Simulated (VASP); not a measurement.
Input of a VASP 6.6.1 run:

The input INCAR:

```
SYSTEM = Rh
  PREC = Accurate
  ENCUT = 520
  EDIFF = 1E-8
  ISMEAR = -1
  SIGMA = 0.08
  LREAL = .False.
  LASPH = .True.
  NELM = 80
  ALGO = Normal
  ISIF = 2
  LWAVE = .False.
  LCHARG = .False.
  GGA = PS
  LEFG = .True.
  NBANDS = 14
```

KPOINTS

```
regular mesh
0
Gamma
  16 16 16
  0 0 0
```

File POSCAR:

```
Rh
1.0
    0.0000000000      1.9015500000      1.9015500000
    1.9015500000      0.0000000000      1.9015500000
    1.9015500000      1.9015500000      0.0000000000
Rh
1
Direct
    0.0000000000      0.0000000000      0.0000000000
```

Potentials or basis: VASP PAW PBE potentials, release 64 (Rh_pv).

Launch:

```sh
$ cat potpaw_PBE.64/Rh_pv/POTCAR > POTCAR
$ mpirun -np 1 vasp_std > vasp.out
```

Q: What does it give for the pressure?

A: -4.9 GPa.

Caveat: without QUAD_EFG the Cq values of the log hold for a quadrupole moment of 1 mb, not for the nuclei; the PAW data sets were made with another functional, which shifts forces and pressure a little.
